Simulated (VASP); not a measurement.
# MnS (Pm-3m) in VASP: single point with PBE

Aim: the single point of MnS with PBE.

All numbers are computed with VASP 6.6.1; they aren't measurements. Logs are shortened: lines on timing, memory, paths and dates and some standing lists are left out, and cuts for length are marked.

**1. The cell of the first run**

It takes space group Pm-3m (No. 221, cubic). Conventional cell: a = 3.212 Å, b = 3.212 Å, c = 3.212 Å, α = 90.00°, β = 90.00°, γ = 90.00°. Mn (site symmetry m-3m) has 8 S at 2.78 Å and 6 Mn at 3.21 Å within 3.7 Å. Within 3.7 Å of S (site symmetry m-3m) lie 8 Mn at 2.78 Å and 6 S at 3.21 Å.

**2. Single point, PBE, collinear spin, ferromagnetic start**

Contents of INCAR:

```
SYSTEM = MnS
PREC = Accurate
ENCUT = 520
EDIFF = 1E-6
ISMEAR = -1
SIGMA = 0.05
LREAL = .FALSE.
LASPH = .TRUE.
NELM = 150
ALGO = Normal
ISIF = 2
LWAVE = .FALSE.
LCHARG = .TRUE.
ISPIN = 2
MAGMOM = 5.5 0
LORBIT = 11
LMAXMIX = 4
GGA = PE
LELF = .TRUE.
LVHAR = .TRUE.
NBANDS = 20
```

Contents of KPOINTS:

```
Automatic mesh
0
G
  8 8 8
  0 0 0
```

Contents of POSCAR:

```
MnS
1.0
    3.2116599200      0.0000000000      0.0000000000
    0.0000000000      3.2116599200      0.0000000000
    0.0000000000      0.0000000000      3.2116599200
Mn S
1 1
Direct
    0.0000000000      0.0000000000      0.0000000000
    0.5000000000      0.5000000000      0.5000000000
```

Potentials or basis: VASP PAW PBE potentials, release 64 (Mn_pv, S).

Run with:

```
> cat potpaw_PBE.64/Mn_pv/POTCAR potpaw_PBE.64/S/POTCAR > POTCAR
> mpirun -np 1 vasp_std > vasp.out
```

OUTCAR:

```text
SYSTEM = MnS
   PREC = Accurate
   ENCUT = 520
   EDIFF = 1E-6
   ISMEAR = -1
   LREAL = .FALSE.
   LASPH = .TRUE.
   NELM = 150
   ISIF = 2
   ISPIN = 2
   LORBIT = 11
   GGA = PE

 ion  position               nearest neighbor table
   1  0.000  0.000  0.000-   2 2.78   2 2.78   2 2.78   2 2.78   2 2.78   2 2.78   2 2.78   2 2.78

   2  0.500  0.500  0.500-   1 2.78   1 2.78   1 2.78   1 2.78   1 2.78   1 2.78   1 2.78   1 2.78

  LATTYP: Found a simple cubic cell.
 ALAT       =     3.2116599200

  Lattice vectors:

 A1 = (   3.2116599200,   0.0000000000,   0.0000000000)
 A2 = (   0.0000000000,   3.2116599200,   0.0000000000)
 A3 = (   0.0000000000,   0.0000000000,   3.2116599200)

Analysis of symmetry for initial positions (statically):
=====================================================================
 Subroutine PRICEL returns:
 Original cell was already a primitive cell.

 Routine SETGRP: Setting up the symmetry group for a
 simple cubic supercell.

 Subroutine GETGRP returns: Found 48 space group operations
 (whereof 48 operations were pure point group operations)
 out of a pool of 48 trial point group operations.

The static configuration has the point symmetry O_h .

Analysis of symmetry for dynamics (positions and initial velocities):
=====================================================================
 Subroutine PRICEL returns:
 Original cell was already a primitive cell.

 Routine SETGRP: Setting up the symmetry group for a
 simple cubic supercell.

 Subroutine GETGRP returns: Found 48 space group operations
 (whereof 48 operations were pure point group operations)
 out of a pool of 48 trial point group operations.

The dynamic configuration has the point symmetry O_h .

Analysis of structural, dynamic, and magnetic symmetry:
=====================================================================
 Subroutine PRICEL returns:
 Original cell was already a primitive cell.

 Routine SETGRP: Setting up the symmetry group for a
 simple cubic supercell.

 Subroutine GETGRP returns: Found 48 space group operations
 (whereof 48 operations were pure point group operations)
 out of a pool of 48 trial point group operations.

The overall configuration has the point symmetry O_h .

 Subroutine INISYM returns: Found 48 space group operations
 (whereof 48 operations are pure point group operations),
 and found     1 'primitive' translations

----------------------------------------------------------------------------------------

                                     Primitive cell

  volume of cell :      33.1275

[... 107 lines left out ...]
     AMIX     =   0.40;   BMIX     =  1.00
     AMIX_MAG =   1.60;   BMIX_MAG =  1.00
  volume/ion in A,a.u.               =      16.56       111.78
  Fermi-wavevector in a.u.,A,eV,Ry     =   1.360180  2.570368 25.172009  1.850090
  Thomas-Fermi vector in A             =   2.486865
   LORBIT       =     11    0 simple, 1 ext, 2 COOP (PROOUT), +10 PAW based schemes
   GGA     = PE    functional components
   LHFCALC =     F    Hartree Fock is set to
   AEXX    =    0.0000 exact exchange contribution
   IVDW    =     0    specifies the selected vdW correction
   LEPSILON=     F    determine dielectric tensor
   LRPA    =     F    only Hartree local field effects (RPA)
 spin polarized calculation
  energy-cutoff  :      520.00
  volume of cell :       33.13
 maximum number of plane-waves:       912
 NGX is ok and might be reduce to    24
   NGX = 11   NGY = 11   NGZ = 11

 number of electron      19.0000035 magnetization       4.3943656

 Free energy of the ion-electron system (eV)
  ---------------------------------------------------
  ext. energy  EPLUGINS =         0.00000000
  ---------------------------------------------------
  free energy    TOTEN  =       -13.09771034 eV

  energy without entropy =      -13.07942731  energy(sigma->0) =      -13.08856883

 E-fermi :   7.2217     XC(G=0): -11.0910

 val. band max:        7.2025789464   @ k =   0.5000   0.3750   0.0000
 cond. band min:       7.2269196659   @ k =   0.5000   0.5000   0.2500
 fundamental gap:      0.0243407195
 Fermi energy:         7.2217159563

 spin component 1

 k-point     1 :       0.0000    0.0000    0.0000
  band No.  band energies     occupation
      1     -43.1790      1.00000
      2     -43.1790      1.00000
      3     -43.1790      1.00000
      4      -7.4308      1.00000
      5       3.5231      1.00000
      6       3.5231      1.00000
[... 541 lines left out ...]
     19      21.3027      0.00000
     20      23.9630      0.00000

 [... further k-points ...]

 spin component 2

 k-point     1 :       0.0000    0.0000    0.0000
  band No.  band energies     occupation
      1     -38.8211      1.00000
      2     -38.8211      1.00000
      3     -38.8211      1.00000
      4      -7.2684      1.00000
      5       5.7499      1.00000
      6       5.7499      1.00000
[... 541 lines left out ...]
     19      22.5051      0.00000
     20      24.1776      0.00000

 [... further k-points ...]
[... 5 lines left out ...]
  --------------------------------------------------------------------------------------
  -------------------------------------------------------------------------------------
  Total       -0.8163602     -0.8163602     -0.8163602     -0.0000000     -0.0000000      0.0000000
  in kB      -39.4824182    -39.4824182    -39.4824182     -0.0000000     -0.0000000      0.0000000
  external PRESSURE =     -39.4824182 kB  Pullay stress =       0.0000000 kB

 VOLUME and BASIS-vectors are now :
 -----------------------------------------------------------------------------
  energy-cutoff  :      520.00
  volume of cell :       33.13
      direct lattice vectors                 reciprocal lattice vectors
     3.211659920  0.000000000  0.000000000     0.311365470  0.000000000  0.000000000
     0.000000000  3.211659920  0.000000000     0.000000000  0.311365470  0.000000000
     0.000000000  0.000000000  3.211659920     0.000000000  0.000000000  0.311365470

 POSITION                                       TOTAL-FORCE (eV/Angst)
 -----------------------------------------------------------------------------------
      0.00000      0.00000      0.00000         0.000000      0.000000      0.000000
      1.60583      1.60583      1.60583         0.000000      0.000000      0.000000
 -----------------------------------------------------------------------------------
    total drift:                                0.000000      0.000000     -0.000000

  FREE ENERGIE OF THE ION-ELECTRON SYSTEM (eV)
  ---------------------------------------------------
  free  energy   TOTEN  =       -13.0977103378 eV

  energy  without entropy=      -13.0794273130  energy(sigma->0) =      -13.08856883

 total charge

# of ion       s       p       d       tot
------------------------------------------
    1        0.194   6.135   4.960  11.289
    2        1.362   2.310   0.000   3.673
--------------------------------------------------
tot          1.556   8.446   4.960  14.962

 magnetization (x)

# of ion       s       p       d       tot
------------------------------------------
    1        0.024   0.032   4.033   4.089
    2        0.026   0.015   0.000   0.040
--------------------------------------------------
tot          0.049   0.047   4.033   4.129
```

stdout:

```text
POSCAR found type information on POSCAR MnS
 POSCAR found :  2 types and       2 ions
 scaLAPACK will be used
 LDA part: xc-table for (Slater+PW92), standard interpolation
 POSCAR, INCAR and KPOINTS ok, starting setup
 FFT: planning ... GRIDC
 FFT: planning ... GRID_SOFT
 FFT: planning ... GRID
 WAVECAR not read
 entering main loop
```

Run time: 29 s. Hardware: 1 thread of Intel Xeon Platinum 8259CL at 2.50GHz (Skylake/Cascade Lake), shared host; peak memory 0.17 GiB.

What came out:

| Property | Result |
| --- | --- |
| Free energy | -13.0977 eV |
| Pressure | -3.9 GPa |
| Net moment | 4.39 μB per cell |
| Site moments | Mn +4.09; S +0.04 μB |
| Valence electrons inside the program's atomic spheres | Mn 11.29; S 3.67 |

Levels at points of the mesh, in eV from the Fermi level:
Spin up:
```csv
k point,band 8,band 9,band 10,band 11,band 12,band 13,band 14,band 15,band 16,band 17
"(0.00, 0.00, 0.00)",-2.48,-2.48,-1.61,-1.61,-1.61,0.91,6.74,6.74,13.84,13.84
"(0.50, 0.00, 0.00)",-3.42,-2.41,-1.98,0.60,0.60,4.18,6.63,6.90,7.80,7.80
"(0.50, 0.50, 0.00)",-2.87,-2.87,-2.46,-2.07,-0.16,0.79,8.89,8.89,9.07,11.55
"(0.50, 0.50, 0.50)",-2.05,-2.05,-0.30,-0.30,-0.30,1.76,1.76,1.76,5.92,18.68
```
Spin down:
| k point | band 3 | band 4 | band 5 | band 6 | band 7 | band 8 | band 9 | band 10 | band 11 | band 12 |
| --- | --- | --- | --- | --- | --- | --- | --- | --- | --- | --- |
| (0.00, 0.00, 0.00) | -46.04 | -14.49 | -1.47 | -1.47 | -1.47 | -0.57 | -0.57 | 1.49 | 1.49 | 1.49 |
| (0.50, 0.00, 0.00) | -46.04 | -13.26 | -6.90 | -1.75 | -1.75 | 0.06 | 1.63 | 1.86 | 2.80 | 2.80 |
| (0.50, 0.50, 0.00) | -46.04 | -12.40 | -5.19 | -5.19 | -1.02 | -0.12 | 0.83 | 0.83 | 1.18 | 1.98 |
| (0.50, 0.50, 0.50) | -46.07 | -11.36 | -4.87 | -4.87 | -4.87 | 2.01 | 2.01 | 2.56 | 2.56 | 2.56 |

Caveat: the cell stands under tension; a cell with one magnetic atom can't hold antiferromagnetic order, which such compounds often take; semilocal functionals often make such compounds metallic where correlation or magnetic order opens a gap, which also shifts bond lengths. With open d or f shells a metallic result of PBE can be an artefact of self-interaction; +U or a hybrid may open a gap.
